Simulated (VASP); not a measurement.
Ge: single point with PBEsol

The system is Ge.

```
CELL_PARAMETERS angstrom
0.00000 2.80354 2.80354
2.80354 0.00000 2.80354
2.80354 2.80354 0.00000
ATOMIC_POSITIONS crystal
Ge 0.00000 0.00000 0.00000
Ge 0.25000 0.25000 0.25000
```

* Program: VASP 6.6.1
* Task: single point
* Functional: PBEsol
* Potentials or basis: VASP PAW PBE potentials, release 64 (Ge_d)
* Cutoff: 500 eV
* k mesh: 6 × 6 × 6
* Occupations: gaussian, width 0.01 eV
* Spin: no spin polarisation

```yaml
Pressure: 2.4 GPa
Band_gap_on_the_k_mesh: 0.20 eV (least direct gap 0.24 eV)
```

Levels at points of the mesh, in eV from the valence-band top:
```
           k point  band 10  band 11  band 12  band 13  band 14  band 15  band 16  band 17  band 18  band 19
(0.00, 0.00, 0.00)   -24.52   -13.01     0.00     0.00     0.00     0.24     2.54     2.54     2.54     6.28
(0.50, 0.00, 0.00)   -24.49   -10.84    -7.76    -1.45    -1.45     0.20     3.72     3.72     6.97    10.61
(0.50, 0.50, 0.00)   -24.48    -9.01    -9.01    -3.19    -3.19     0.63     0.63     9.71     9.71    11.79
```

Wall time 37 s on 1 thread of Intel Xeon 8259CL, on a shared host, peak memory 0.16 GiB.

Caveat: the PAW data sets were made with another functional, which shifts forces and pressure a little. A k mesh can miss the band edges.
